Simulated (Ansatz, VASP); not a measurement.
Two plane-wave programs on MgCd3Te4

The input INCAR:

```
  ALGO = Normal
  EDIFF = 1E-6
  EDIFFG = -0.01
  ENCUT = 600
  GGA = PE
  IBRION = 2
  ISIF = 3
  ISMEAR = 0
  LASPH = True
  LCHARG = False
  LREAL = False
  LWAVE = False
  NELM = 60
  NSW = 100
  PREC = Accurate
  SIGMA = 0.02
```

File KPOINTS:

```
k-points
0
Gamma
  4 4 4
```

POSCAR

```
MgCd3Te4
1.0
    6.5806440502      0.0000000000      0.0000000000
    0.0000000000      6.5806440502      0.0000000000
    0.0000000000      0.0000000000      6.5806440502
Mg Cd Te
1 3 4
Direct
    0.0000000000      0.0000000000      0.0000000000
    0.0000000000      0.5000000000      0.5000000000
    0.5000000000      0.0000000000      0.5000000000
    0.5000000000      0.5000000000      0.0000000000
    0.7526435937      0.7526435937      0.2473564063
    0.7526435937      0.2473564063      0.7526435937
    0.2473564063      0.7526435937      0.7526435937
    0.2473564063      0.2473564063      0.2473564063
```

Input for Ansatz:

```yaml
crystal:
  lattice:
    - [6.5806440502, 0.0, 0.0]
    - [0.0, 6.5806440502, 0.0]
    - [0.0, 0.0, 6.5806440502]
  atoms:
    - { symbol: Mg, position: [0.0, 0.0, 0.0] }
    - { symbol: Cd, position: [0.0, 0.5, 0.5] }
    - { symbol: Cd, position: [0.5, 0.0, 0.5] }
    - { symbol: Cd, position: [0.5, 0.5, 0.0] }
    - { symbol: Te, position: [0.7526435937, 0.7526435937, 0.2473564063] }
    - { symbol: Te, position: [0.7526435937, 0.2473564063, 0.7526435937] }
    - { symbol: Te, position: [0.2473564063, 0.7526435937, 0.7526435937] }
    - { symbol: Te, position: [0.2473564063, 0.2473564063, 0.2473564063] }
basis:
  ecutwfc: 420
kpoints:
  mp_grid: { grid: [4, 4, 4] }
hamiltonian:
  xc: pbe
scf:
  occupations: { method: gaussian, width: 0.02 }
output:
  forces: true
  stress: true
  eigenvalues: true
  write_density: true
  write_potential: true
  elf: true
  volumetric_format: npy
relax:
  adjacent_minimum: "off"
  f_tol: 0.01
  max_steps: 80
  cell: { stress_tol: 0.05 }
```

Alike in both runs: task relaxation of cell and atoms; functional PBE; k mesh 4 × 4 × 4; occupations gaussian, width 0.02 eV; no spin polarisation.

|  | VASP | Ansatz |
| --- | --- | --- |
| version | VASP 6.6.1 | Ansatz 0.2.0 |
| potentials or method | VASP PAW PBE potentials, release 64 (Mg, Cd, Te), cutoff 600 eV | scalar-relativistic, plane waves, PAW |
| valence electrons in the cell | 62 | 134 |

|  | VASP | Ansatz | Ansatz less VASP |
| --- | --- | --- | --- |
| gap on the k mesh at the Fermi level, each at its own relaxed structure (eV) | 1.00 | 1.00 | +0.005 |
| relaxed volume (Å³/atom) | 35.82 | 35.79 | -0.031 |
| relaxed length of the cell vector where the two differ most in proportion (Å) | 6.593 | 6.591 | -0.0019 |

VASP's potentials hold 62 valence electrons a cell and Ansatz's 134, so a difference there can come from the potentials and not from the codes.

Neither program's run includes spin-orbit coupling.
